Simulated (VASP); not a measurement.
Wanted: the native input for a VASP 6.6.1 run.

```yaml
Task: single point
Functional: PBE
Potentials_or_basis: VASP PAW PBE potentials, release 64 (Sn_d, O)
Cutoff: 520 eV
k_mesh: 3 × 3 × 3
Occupations: gaussian, width 0.02 eV
Spin: no spin polarisation
Dipole_correction: no
Further_INCAR_settings: LREAL = Auto; ALGO = Normal; EDIFF = 1e-06; NBANDS = 182
```

The structure of SnO lies in POSCAR:

```
SnO
1.0
   -7.7365256645      0.0000000000      5.0662402388
    7.7365256645      0.0000000000      5.0662402388
    0.0000000000      7.7365256645     -5.0662402388
Sn O
16 16
Direct
    0.9893878386      0.4893878386      0.2500000000
    0.7393878386      0.2393878386      0.7500000000
    0.2393878386      0.2393878386      0.2500000000
    0.7393878386      0.7393878386      0.2500000000
    0.4893878386      0.4893878386      0.7500000000
    0.9893878386      0.9893878386      0.7500000000
    0.4893878386      0.9893878386      0.2500000000
    0.2393878386      0.7393878386      0.7500000000
    0.2606121614      0.0106121614      0.5000000000
    0.0106121614      0.7606121614      0.0000000000
    0.5106121614      0.7606121614      0.5000000000
    0.0106121614      0.2606121614      0.5000000000
    0.7606121614      0.0106121614      0.0000000000
    0.2606121614      0.5106121614      0.0000000000
    0.7606121614      0.5106121614      0.5000000000
    0.5106121614      0.2606121614      0.0000000000
    0.7500000000      0.5000000000      0.2500000000
    0.5000000000      0.2500000000      0.7500000000
    0.0000000000      0.2500000000      0.2500000000
    0.5000000000      0.7500000000      0.2500000000
    0.2500000000      0.5000000000      0.7500000000
    0.7500000000      0.0000000000      0.7500000000
    0.2500000000      0.0000000000      0.2500000000
    0.0000000000      0.7500000000      0.7500000000
    0.7500000000      0.7500000000      0.5000000000
    0.5000000000      0.5000000000      0.0000000000
    0.0000000000      0.5000000000      0.5000000000
    0.5000000000      0.0000000000      0.5000000000
    0.2500000000      0.7500000000      0.0000000000
    0.7500000000      0.2500000000      0.0000000000
    0.2500000000      0.2500000000      0.5000000000
    0.0000000000      0.0000000000      0.0000000000
```

The input as run:

INCAR

```
ALGO = Normal
EDIFF = 1E-6
ENCUT = 520
GGA = PE
ISIF = 2
ISMEAR = 0
LASPH = True
LCHARG = False
LREAL = Auto
LWAVE = False
NBANDS = 182
NELM = 100
PREC = Accurate
SIGMA = 0.02
```

KPOINTS

```
k-points
0
Gamma
  3 3 3
```

Potentials or basis: VASP PAW PBE potentials, release 64 (Sn_d, O).

Run with:

```bash
$ cat potpaw_PBE.64/Sn_d/POTCAR potpaw_PBE.64/O/POTCAR > POTCAR
$ mpirun -np 1 vasp_std > vasp.out
```

It gave:

The pressure is 0.1 GPa. The largest force is 0.085 eV/Å. The band gap on the k mesh is 0.51 eV.

Caveat: semilocal functionals underestimate gaps, and a narrow one can read as zero; spin-orbit coupling is left out, which moves the levels of the heavy elements.

Run time: 31 min on 1 thread of Intel(R) Xeon(R) Platinum 8488C (Sapphire Rapids), with other jobs on the host, peak memory 0.92 GiB.
